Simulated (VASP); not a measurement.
# K2SiB2 (Immm) in VASP: a series of runs

K2SiB2 is run at these levels: PBE; tasks: single point, relaxation of cell and atoms.

All numbers are computed with VASP 6.6.1; they aren't measurements. Logs are shortened: lines on timing, memory, paths and dates and some standing lists are left out, and cuts for length are marked.

### Step 1. The cell of the first run

The structure is orthorhombic, space group Immm (No. 71). Conventional cell: a = 5.043 Å, b = 6.585 Å, c = 7.556 Å, α = 90.00°, β = 90.00°, γ = 90.00°. Within 3.1 Å of K (site symmetry mm2) lie 2 B at 2.25 Å and 2 Si at 3.08 Å. Si (site symmetry mmm) has 2 B at 2.26 Å and 4 K at 3.08 Å within 3.1 Å. B (site symmetry m2m) has 1 B at 2.06 Å and 2 K at 2.25 Å and 1 Si at 2.26 Å within 2.7 Å.

The cell was built from a structure type or drawn by symmetry, and may not be a known phase.

### Step 2. Single point, PBE

INCAR

```
SYSTEM = K2SiB2
ALGO     = Normal         ! electronic algorithm
EDIFF    = 1E-7           ! SCF threshold, eV
ENCUT    = 520            ! plane-wave cutoff, eV
GGA      = PE             ! functional
ISIF     = 2              ! what is computed and relaxed
ISMEAR   = 0              ! smearing method
LASPH    = .True.         ! aspherical terms in the spheres
LCHARG   = .False.        ! write CHGCAR
LREAL    = .False.        ! projectors in reciprocal space
LWAVE    = .False.        ! write WAVECAR
NBANDS   = 22             ! bands
NELM     = 60             ! most SCF steps
PREC     = Accurate       ! precision mode
SIGMA    = 0.1            ! smearing width, eV
```

KPOINTS

```
k-points
0
Gamma
  4 4 4
  0 0 0
```

POSCAR

```
K2SiB2
1.0
   -2.5216799400      3.2923475400      3.7781365400
    2.5216799400     -3.2923475400      3.7781365400
    2.5216799400      3.2923475400     -3.7781365400
K Si B
2 1 2
Direct
    0.2654493600      0.2654493600      0.0000000000
    0.7345506400      0.7345506400      0.0000000000
    0.5000000000      0.0000000000      0.5000000000
    0.1562541600      0.0000000000      0.1562541600
    0.8437458400      0.0000000000      0.8437458400
```

Potentials or basis: VASP PAW PBE potentials, release 64 (K_sv, Si, B).

Command:

```console
cat potpaw_PBE.64/K_sv/POTCAR potpaw_PBE.64/Si/POTCAR potpaw_PBE.64/B/POTCAR > POTCAR
mpirun -np 1 vasp_std > vasp.out
```

OUTCAR:

```text
SYSTEM = K2SiB2
   EDIFF = 1E-7
   ENCUT = 520
   GGA = PE
   ISIF = 2
   ISMEAR = 0
   LASPH = .True.
   LREAL = .False.
   NELM = 60
   PREC = Accurate

 ion  position               nearest neighbor table
   1  0.265  0.265  0.000-   4 2.25   5 2.25   3 3.08   3 3.08   2 3.54
   2  0.735  0.735  0.000-   4 2.25   5 2.25   3 3.08   3 3.08   1 3.54
   3  0.500  0.000  0.500-   4 2.26   5 2.26   1 3.08   2 3.08   2 3.08   1 3.08
   4  0.156  0.000  0.156-   5 2.06   2 2.25   1 2.25   3 2.26
   5  0.844  0.000  0.844-   4 2.06   2 2.25   1 2.25   3 2.26

  LATTYP: Found a body centered orthorhombic cell.
 ALAT       =     5.0433598800
 B/A-ratio  =     1.3056167390
 C/A-ratio  =     1.4982617263

  Lattice vectors:

 A1 = (  -2.5216799400,   3.2923475400,   3.7781365400)
 A2 = (   2.5216799400,  -3.2923475400,   3.7781365400)
 A3 = (   2.5216799400,   3.2923475400,  -3.7781365400)

Analysis of symmetry for initial positions (statically):
=====================================================================
 Subroutine PRICEL returns:
 Original cell was already a primitive cell.

 Routine SETGRP: Setting up the symmetry group for a
 body centered orthorhombic supercell.

 Subroutine GETGRP returns: Found  8 space group operations
 (whereof  8 operations were pure point group operations)
 out of a pool of  8 trial point group operations.

The static configuration has the point symmetry D_2h.

Analysis of symmetry for dynamics (positions and initial velocities):
=====================================================================
 Subroutine PRICEL returns:
 Original cell was already a primitive cell.

 Routine SETGRP: Setting up the symmetry group for a
 body centered orthorhombic supercell.

 Subroutine GETGRP returns: Found  8 space group operations
 (whereof  8 operations were pure point group operations)
 out of a pool of  8 trial point group operations.

The dynamic configuration has the point symmetry D_2h.

 Subroutine INISYM returns: Found  8 space group operations
 (whereof  8 operations are pure point group operations),
 and found     1 'primitive' translations

----------------------------------------------------------------------------------------
[... 89 lines left out ...]
   LASPH  =      T    aspherical Exc in radial PAW
   ENCUT  =  520.0 eV  38.22 Ry    6.18 a.u.  10.43 10.43 10.43*2*pi/ulx,y,z
   NELM   =     60;   NELMIN=  2; NELMDL= -5     # of ELM steps
   EDIFF  = 0.1E-06   stopping-criterion for ELM
   LREAL  =      F    real-space projection
   EDIFFG = 0.1E-05   stopping-criterion for IOM
   NSW    =      0    number of steps for IOM
   IBRION =     -1    ionic relax: 0-MD 1-quasi-New 2-CG
   NFREE  =      0    steps in history (QN), initial steepest desc. (CG)
   ISIF   =      2    stress and relaxation
   ISYM   =      2    0-nonsym 1-usesym 2-fastsym
   POTIM  = 0.5000    time-step for ionic-motion
   TEBEG  =    0.0;   TEEND  =   0.0 temperature during run
   PSTRESS=    0.0 pullay stress
   NELECT =      28.0000    total number of electrons
   NUPDOWN=      -1.0000    fix difference up-down
   EMIN   =  10.00;   EMAX   =-10.00  energy-range for DOS
   EFERMI =   0.00;   METHOD = LEGACY
   ISMEAR =     0;   SIGMA  =   0.10  broadening in eV -4-tet -1-fermi 0-gaus
   EFERMI_NEDOS =   21; number of points for ismear=-14 and -15
   IALGO  =     38    algorithm
   IMIX   =      4    mixing-type and parameters
     AMIX     =   0.40;   BMIX     =  1.00
     AMIX_MAG =   1.60;   BMIX_MAG =  1.00
  volume/ion in A,a.u.               =      25.09       169.34
  Fermi-wavevector in a.u.,A,eV,Ry     =   0.993001  1.876500 13.416042  0.986051
  Thomas-Fermi vector in A             =   2.124852
   LORBIT       =      0    0 simple, 1 ext, 2 COOP (PROOUT), +10 PAW based schemes
   GGA     = PE    functional components
   LHFCALC =     F    Hartree Fock is set to
   AEXX    =    0.0000 exact exchange contribution
   IVDW    =     0    specifies the selected vdW correction
   LEPSILON=     F    determine dielectric tensor
   LRPA    =     F    only Hartree local field effects (RPA)
 non-spin polarized calculation
 Gauss-broadening in eV      SIGMA  =   0.10
  energy-cutoff  :      520.00
  volume of cell :      125.47
 maximum number of plane-waves:      3407
 NGX is ok and might be reduce to    42
   NGX = 21   NGY = 21   NGZ = 21

 number of electron      28.0000002 magnetization

 Free energy of the ion-electron system (eV)
  ---------------------------------------------------
  ext. energy  EPLUGINS =         0.00000000
  ---------------------------------------------------
  free energy    TOTEN  =       -11.56618086 eV

  energy without entropy =      -11.53873889  energy(sigma->0) =      -11.55245988

 E-fermi :   1.0685     XC(G=0):  -7.9234

 val. band max:        1.0561360077   @ k =   0.5000  -0.2500   0.2500
 cond. band min:       1.0993580094   @ k =   0.2500   0.5000   0.0000
 fundamental gap:      0.0432220018
 Fermi energy:         1.0685411853

 k-point     1 :       0.0000    0.0000    0.0000
  band No.  band energies     occupation
      1     -29.1457      2.00000
      2     -29.0945      2.00000
      3     -13.5221      2.00000
      4     -12.9690      2.00000
      5     -12.8228      2.00000
      6     -12.7033      2.00000
[... 439 lines left out ...]
     21       6.4325      0.00000
     22       6.7010      0.00000

------------------------ aborting loop because EDIFF is reached ----------------------------------------

  FORCE on cell =-STRESS in cart. coord.  units (eV):
  Direction    XX          YY          ZZ          XY          YZ          ZX
  --------------------------------------------------------------------------------------
  -------------------------------------------------------------------------------------
  Total        4.0262157    -12.5643765     22.0262351     -0.0000000      0.0000000      0.0000000
  in kB       51.4131654   -160.4420663    281.2662192     -0.0000000      0.0000000      0.0000000
  external PRESSURE =      57.4124394 kB  Pullay stress =       0.0000000 kB

 VOLUME and BASIS-vectors are now :
 -----------------------------------------------------------------------------
  energy-cutoff  :      520.00
  volume of cell :      125.47
      direct lattice vectors                 reciprocal lattice vectors
    -2.521679940  3.292347540  3.778136540     0.000000000  0.151867321  0.132340373
     2.521679940 -3.292347540  3.778136540     0.198280516  0.000000000  0.132340373
     2.521679940  3.292347540 -3.778136540     0.198280516  0.151867321  0.000000000

 POSITION                                       TOTAL-FORCE (eV/Angst)
 -----------------------------------------------------------------------------------
      0.00000      0.00000      2.00581        -0.000000     -0.000000      4.030541
      0.00000      0.00000      5.55047         0.000000      0.000000     -4.030541
      0.00000      3.29235      0.00000         0.000000      0.000000     -0.000000
      0.00000      1.02889      0.00000        -0.000000      1.260194     -0.000000
      0.00000      5.55581      0.00000         0.000000     -1.260194     -0.000000
 -----------------------------------------------------------------------------------
    total drift:                                0.000000      0.000000     -0.000000

  FREE ENERGIE OF THE ION-ELECTRON SYSTEM (eV)
  ---------------------------------------------------
  free  energy   TOTEN  =       -11.5661808603 eV

  energy  without entropy=      -11.5387388908  energy(sigma->0) =      -11.55245988
```

OSZICAR:

```text
N       E                     dE             d eps       ncg     rms          rms(c)
DAV:   1     0.156830717559E+03    0.15683E+03   -0.12283E+04   792   0.109E+03
DAV:   2     0.423889007951E+00   -0.15641E+03   -0.15109E+03   930   0.292E+02
DAV:   3    -0.123251269542E+02   -0.12749E+02   -0.12531E+02  1412   0.615E+01
DAV:   4    -0.127737040183E+02   -0.44858E+00   -0.44721E+00  1108   0.106E+01
DAV:   5    -0.127999701993E+02   -0.26266E-01   -0.26265E-01  1242   0.188E+00    0.135E+01
DAV:   6    -0.117399312694E+02    0.10600E+01   -0.35745E+00   846   0.815E+00    0.922E+00
DAV:   7    -0.115694269466E+02    0.17050E+00   -0.99316E-01   920   0.384E+00    0.624E+00
DAV:   8    -0.115702458524E+02   -0.81891E-03   -0.33578E-01  1080   0.220E+00    0.130E+00
DAV:   9    -0.115653175525E+02    0.49283E-02   -0.74992E-02   958   0.125E+00    0.206E-01
DAV:  10    -0.115655555881E+02   -0.23804E-03   -0.52690E-03  1048   0.325E-01    0.156E-01
DAV:  11    -0.115660010784E+02   -0.44549E-03   -0.75125E-04   942   0.158E-01    0.968E-02
DAV:  12    -0.115661690350E+02   -0.16796E-03   -0.23862E-04   964   0.808E-02    0.224E-02
DAV:  13    -0.115661742778E+02   -0.52428E-05   -0.20627E-05  1204   0.264E-02    0.114E-02
DAV:  14    -0.115661807798E+02   -0.65020E-05   -0.96708E-06   948   0.148E-02    0.418E-03
DAV:  15    -0.115661808603E+02   -0.80506E-07   -0.96453E-07   870   0.444E-03
   1 F= -.11566181E+02 E0= -.11552460E+02  d E =-.274420E-01
```

It took 80 s on 1 thread of Intel Xeon Platinum 8488C (Sapphire Rapids), shared host; peak memory 0.26 GiB.

What came out:

```yaml
Free_energy: -11.5662 eV
Pressure: 5.7 GPa
Largest_force: 4.031 eV/Å
Band_gap_on_the_k_mesh: zero (bands 14 and 15 overlap by 1.59 eV)
```

Forces on the atoms (eV/Å):
```
K    0.000  0.000  4.031
K    0.000  0.000 -4.031
Si   0.000  0.000  0.000
B    0.000  1.260  0.000
B    0.000 -1.260  0.000
```

Caveat: the k points lie up to 0.37 Å⁻¹ apart, too coarse for converged energies and pressures of a metal; forces of over 1 eV/Å act on the atoms, so gaps and moduli don't describe the material at rest.

### Step 3. Single point, PBE

This run uses another cell than the first one, of 29.03 Å³/atom.

INCAR

```
PREC = Accurate
ENCUT = 520
EDIFF = 1E-7
ISMEAR = 0
SIGMA = 0.1
LREAL = F
LASPH = T
NELM = 100
ALGO = Normal
ISIF = 2
LWAVE = F
LCHARG = F
GGA = PE
NBANDS = 22
```

KPOINTS

```
Automatic mesh
0
Gamma
  4 4 4
```

POSCAR

```
K2SiB2
1.0
   -2.8595427317      2.6236005372      4.8364656449
    2.8595427317     -2.6236005372      4.8364656449
    2.8595427317      2.6236005372     -4.8364656449
K Si B
2 1 2
Direct
    0.3094621774      0.3094621774      0.0000000000
    0.6905378226      0.6905378226      0.0000000000
    0.5000000000      0.0000000000      0.5000000000
    0.1471983947      0.0000000000      0.1471983947
    0.8528016053      0.0000000000      0.8528016053
```

Potentials or basis: VASP PAW PBE potentials, release 64 (K_sv, Si, B).

Command:

```console
cat potpaw_PBE.64/K_sv/POTCAR potpaw_PBE.64/Si/POTCAR potpaw_PBE.64/B/POTCAR > POTCAR
mpirun -np 1 vasp_std > vasp.out
```

Run time: 1.8 min. Hardware: 1 thread of Intel Xeon Platinum 8488C (Sapphire Rapids), shared host; peak memory 0.33 GiB.

Results (log left out):

| Item | Value |
| --- | --- |
| Free energy | -18.9786 eV |
| Pressure | 0.1 GPa |
| Largest force | 0.008 eV/Å |
| Band gap on the k mesh | zero (bands 14 and 15 overlap by 3.22 eV) |

Forces in eV/Å, atoms in the order of the input:
```
K    0.000  0.000 -0.008
K    0.000  0.000  0.008
Si   0.000  0.000  0.000
B    0.000 -0.008  0.000
B    0.000  0.008  0.000
```

Stress tensor (GPa, compression positive):
```
0.05 0.00 0.00
0.00 0.01 0.00
0.00 0.00 0.19
```

Levels at points of the mesh, in eV from the Fermi level:
```tsv
k point	band 9	band 10	band 11	band 12	band 13	band 14	band 15	band 16	band 17	band 18
(0.00, 0.00, 0.00)	-9.78	-5.99	-5.73	-2.58	-2.53	0.48	1.39	1.94	2.03	2.38
(0.50, 0.00, 0.00)	-9.04	-8.27	-3.43	-1.75	-1.54	-1.39	-1.25	1.86	2.62	3.14
(0.00, 0.50, 0.00)	-9.65	-6.00	-5.72	-3.12	-2.50	1.50	1.65	1.87	2.06	2.28
(0.50, 0.50, 0.00)	-8.99	-8.26	-3.43	-1.79	-1.58	-1.49	-1.49	2.35	3.35	3.40
(0.50, 0.50, 0.50)	-9.62	-6.07	-5.71	-3.15	-2.49	1.60	1.78	2.11	2.13	2.54
```

### Step 4. Relaxation of cell and atoms, PBE

INCAR

```
PREC = Accurate
ENCUT = 600
EDIFF = 1E-7
ISMEAR = 0
SIGMA = 0.1
LREAL = False
LASPH = True
NELM = 80
ALGO = Normal
ISIF = 3
LWAVE = False
LCHARG = False
GGA = PE
IBRION = 2
NSW = 90
EDIFFG = -0.04
```

KPOINTS is that of step 3.

POSCAR

```
K2SiB2
1.0
   -2.5216799400      3.2923475400      3.7781365400
    2.5216799400     -3.2923475400      3.7781365400
    2.5216799400      3.2923475400     -3.7781365400
K Si B
2 1 2
Direct
    0.2654493600      0.2654493600      0.0000000000
    0.7345506400      0.7345506400      0.0000000000
    0.5000000000      0.0000000000      0.5000000000
    0.1562541600      0.0000000000      0.1562541600
    0.8437458400      0.0000000000      0.8437458400
```

Potentials or basis: VASP PAW PBE potentials, release 64 (K_sv, Si, B).

Command:

```console
cat potpaw_PBE.64/K_sv/POTCAR potpaw_PBE.64/Si/POTCAR potpaw_PBE.64/B/POTCAR > POTCAR
mpirun -np 1 vasp_std > vasp.out
```

OUTCAR:

```text
PREC = Accurate
   ENCUT = 600
   EDIFF = 1E-7
   ISMEAR = 0
   LREAL = False
   LASPH = True
   NELM = 80
   ISIF = 3
   GGA = PE
   IBRION = 2
   NSW = 90
   EDIFFG = -0.04

 ion  position               nearest neighbor table
   1  0.265  0.265  0.000-   4 2.25   5 2.25   3 3.08   3 3.08   2 3.54
   2  0.735  0.735  0.000-   4 2.25   5 2.25   3 3.08   3 3.08   1 3.54
   3  0.500  0.000  0.500-   4 2.26   5 2.26   1 3.08   2 3.08   2 3.08   1 3.08
   4  0.156  0.000  0.156-   5 2.06   2 2.25   1 2.25   3 2.26
   5  0.844  0.000  0.844-   4 2.06   2 2.25   1 2.25   3 2.26

  LATTYP: Found a body centered orthorhombic cell.
 ALAT       =     5.0433598800
 B/A-ratio  =     1.3056167390
 C/A-ratio  =     1.4982617263

  Lattice vectors:

 A1 = (  -2.5216799400,   3.2923475400,   3.7781365400)
 A2 = (   2.5216799400,  -3.2923475400,   3.7781365400)
[... 288 lines left out ...]
  free  energy   TOTEN  =       -18.0477182488 eV

  energy  without entropy=      -18.0264338564  energy(sigma->0) =      -18.03707605

[... ionic steps 4 to 25 ...]

--------------------------------------- Ionic step       26  -------------------------------------------

 number of electron      28.0000000 magnetization

------------------------ aborting loop because EDIFF is reached ----------------------------------------
[... 73 lines left out ...]
--------------------------------------- Ionic step       28  -------------------------------------------

 number of electron      28.0000001 magnetization

 Free energy of the ion-electron system (eV)
  ---------------------------------------------------
  ext. energy  EPLUGINS =         0.00000000
  ---------------------------------------------------
  free energy    TOTEN  =       -18.97569227 eV

  energy without entropy =      -18.95560657  energy(sigma->0) =      -18.96564942

 E-fermi :   1.3014     XC(G=0):  -7.2284

 val. band max:        1.1203741328   @ k =   0.2500   0.2500   0.0000
 cond. band min:       1.3021695907   @ k =   0.5000  -0.2500   0.2500
 fundamental gap:      0.1817954580
 Fermi energy:         1.3013665540

 k-point     1 :       0.0000    0.0000    0.0000
  band No.  band energies     occupation
      1     -30.0988      2.00000
      2     -30.0676      2.00000
      3     -13.6637      2.00000
      4     -13.6584      2.00000
      5     -13.6298      2.00000
      6     -13.5714      2.00000
[... 399 lines left out ...]
  FREE ENERGIE OF THE ION-ELECTRON SYSTEM (eV)
  ---------------------------------------------------
  free  energy   TOTEN  =       -18.9756922664 eV

  energy  without entropy=      -18.9556065678  energy(sigma->0) =      -18.96564942

 reached required accuracy - stopping structural energy minimisation
```

CONTCAR:

```text
K2SiB2
   1.00000000000000
    -2.8511283869487452    2.6265609034065101    4.8686338132217077
     2.8511283869487452   -2.6265609034065101    4.8686338132217077
     2.8511283869487452    2.6265609034065101   -4.8686338132217077
  K               Si              B
     2     1     2
Direct
     0.3074541772468254    0.3074541772468254    1.0000000000000000
     0.6925458227531749    0.6925458227531749    1.0000000000000000
     0.5000000000000000    0.0000000000000000    0.5000000000000000
     0.1471259697543416    0.0000000000000000    0.1471259697543416
     0.8528740302456584    0.0000000000000000    0.8528740302456584

  0.00000000E+00  0.00000000E+00  0.00000000E+00
  0.00000000E+00  0.00000000E+00  0.00000000E+00
  0.00000000E+00  0.00000000E+00  0.00000000E+00
  0.00000000E+00  0.00000000E+00  0.00000000E+00
  0.00000000E+00  0.00000000E+00  0.00000000E+00
```

Wall time 21 min (1 thread of Intel Xeon Platinum 8488C (Sapphire Rapids), shared host); peak memory 0.37 GiB.

What came out:

- Free energy: -18.9757 eV
- Relaxed volume: 29.17 Å³/atom
- Relaxed cell: a = 6.223 Å, b = 6.223 Å, c = 6.223 Å, α = 125.47°, β = 130.07°, γ = 77.06°
- Space group after relaxing (to 0.1 Å): Immm (No. 71)
- Energy gained by relaxing: 1481.7 meV/atom
- Ionic steps: 28
- Pressure after relaxing: 0.0 GPa
- Largest force after relaxing: 0.028 eV/Å
- Band gap on the k mesh: zero (bands 14 and 15 overlap by 3.22 eV)

Forces on the atoms (eV/Å):
```
K    0.000  0.000  0.028
K    0.000  0.000 -0.028
Si   0.000  0.000  0.000
B    0.000  0.005  0.000
B    0.000 -0.005  0.000
```

The path:
| step | energy change (eV) | largest force (eV/Å) | pressure (GPa) | volume (Å³) |
| --- | --- | --- | --- | --- |
| 1 | 0.0000 | 4.0304 | 5.75 | 125.47 |
| 2 | -5.7551 | 2.3484 | -3.26 | 138.91 |
| 3 | -6.4805 | 6.0125 | 0.34 | 143.67 |
| 4 | -6.5247 | 4.9860 | -0.85 | 142.81 |
| 5 | -5.3862 | 16.0439 | 6.87 | 144.76 |
| 6 | -6.9338 | 4.3028 | -0.50 | 143.41 |
| 7 | -7.2009 | 2.9844 | -0.19 | 143.75 |
| 8 | -7.3116 | 0.3432 | 1.00 | 144.20 |
| 9 | -7.3270 | 0.8694 | 0.54 | 144.07 |
| 10 | -7.3278 | 0.6696 | 0.62 | 144.10 |
| 11 | -7.3323 | 0.8513 | -1.19 | 146.23 |
| 12 | -7.3604 | 0.1769 | -0.37 | 145.20 |
| 13 | -7.3788 | 0.0138 | -0.26 | 144.36 |
| 14 | -7.3923 | 0.3112 | -0.03 | 142.89 |
| 15 | -7.3940 | 0.5537 | 0.70 | 142.17 |
| 16 | -7.3981 | 0.1428 | 0.36 | 142.50 |
| 17 | -7.4023 | 0.0792 | 0.37 | 143.38 |
| 18 | -7.4042 | 0.1812 | 0.38 | 144.58 |
| 19 | -7.4065 | 0.0860 | 0.18 | 145.55 |
| 20 | -7.4073 | 0.0603 | -0.03 | 146.60 |
| 21 | -7.4073 | 0.0606 | -0.02 | 146.56 |
| 22 | -7.4075 | 0.0579 | -0.03 | 146.51 |
| 23 | -7.4078 | 0.0541 | -0.07 | 146.38 |
| 24 | -7.4077 | 0.1494 | -0.16 | 146.11 |
| 25 | -7.4079 | 0.0890 | -0.10 | 146.28 |
| 26 | -7.4080 | 0.0797 | -0.10 | 146.24 |
| 27 | -7.4082 | 0.0516 | -0.08 | 146.10 |
| 28 | -7.4085 | 0.0280 | -0.05 | 145.84 |

Final structure:
```
K Si B
1.0
    -2.85113    2.62656    4.86863
     2.85113   -2.62656    4.86863
     2.85113    2.62656   -4.86863
K Si B
2 1 2
Cartesian
  2.8511 2.6266 -1.8749
  2.8511 2.6266 1.8749
  0.0000 2.6266 0.0000
  0.0000 0.7729 0.0000
  0.0000 4.4803 0.0000
```

Caveat: the k points lie up to 0.34 Å⁻¹ apart in the final cell, too coarse for converged energies and pressures of a metal; the volume moved by over 15 % at a fixed basis, so the end points are rough.

[end of part 1 of 2]
